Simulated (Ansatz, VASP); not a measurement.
One calculation of MnO, two programs

The input INCAR:

```
SYSTEM = MnO
PREC = Accurate
ENCUT = 520
EDIFF = 1E-8
ISMEAR = -1
SIGMA = 0.05
LREAL = .False.
LASPH = .True.
NELM = 150
ALGO = Normal
ISIF = 2
LWAVE = .False.
LCHARG = .False.
ISPIN = 2
MAGMOM = 4 0
LORBIT = 11
LMAXMIX = 4
GGA = PE
LEFG = .True.
NBANDS = 20
```

File KPOINTS:

```
Automatic mesh
0
Gamma
  14 14 14
  0 0 0
```

File POSCAR:

```
MnO
1.0
    0.0000000000      2.2220000000      2.2220000000
    2.2220000000      0.0000000000      2.2220000000
    2.2220000000      2.2220000000      0.0000000000
Mn O
1 1
Direct
    0.0000000000      0.0000000000      0.0000000000
    0.5000000000      0.5000000000      0.5000000000
```

Input for Ansatz:

```yaml
crystal:
  lattice:
    - [0.0, 2.222, 2.222]
    - [2.222, 0.0, 2.222]
    - [2.222, 2.222, 0.0]
  atoms:
    - { symbol: Mn, position: [0.0, 0.0, 0.0], spin: 4.0 }
    - { symbol: O, position: [0.5, 0.5, 0.5] }
magnetization:
  spin_polarized: true
kpoints:
  mp_grid: { grid: [14, 14, 14] }
  band_path:
    path:
      - [0.0, 0.0, 0.0]
      - [0.5, 0.0, 0.5]
      - [0.625, 0.25, 0.625]
      - [0.375, 0.375, 0.75]
      - [0.0, 0.0, 0.0]
      - [0.5, 0.5, 0.5]
      - [0.5, 0.25, 0.75]
      - [0.5, 0.0, 0.5]
    npoints: 8
scf:
  occupations: { method: fermi_dirac, width: 0.05 }
hamiltonian:
  xc: pbe
  pseudopotentials: { kind: paw }
output:
  forces: true
  stress: true
  eigenvalues: true
  efg: { contact_densities: true }
  populations: true
  bader: true
  dos: { projected: true, de: 0.2, e_range: [-14, 8] }
```

Alike in both runs: task electric field gradients; functional PBE; k mesh 14 × 14 × 14; occupations fermi-dirac, width 0.05 eV; collinear spin.

|  | VASP | Ansatz |
| --- | --- | --- |
| version | VASP 6.6.1 | Ansatz 0.2.0 |
| potentials or method | VASP PAW PBE potentials, release 64 (Mn_pv, O) | PAW with Ansatz's default frozen-core files, scalar-relativistic |
| plane-wave cutoff (eV) | 520 | 420 |
| valence electrons in the cell | 19 | 21 |

Ansatz gave:

| Property | Result |
| --- | --- |
| pressure (GPa) | -0.2 |
| net moment per atom (μB) | 2.38 |
| size of the moment on the site where the two differ most (μB) | 4.04 |

**Question.** Which values does VASP return?

**Answer.** Pressure (GPa): 0.0; net moment per atom (μB): 2.38; size of the moment on the site where the two differ most (μB): 4.32.

Site moments also hang on the region over which each program counts them. The functional is the same, so the differences come from potentials, cutoffs and numerics. VASP's potentials hold 19 valence electrons a cell and Ansatz's 21, so a difference there can come from the potentials and not from the codes.
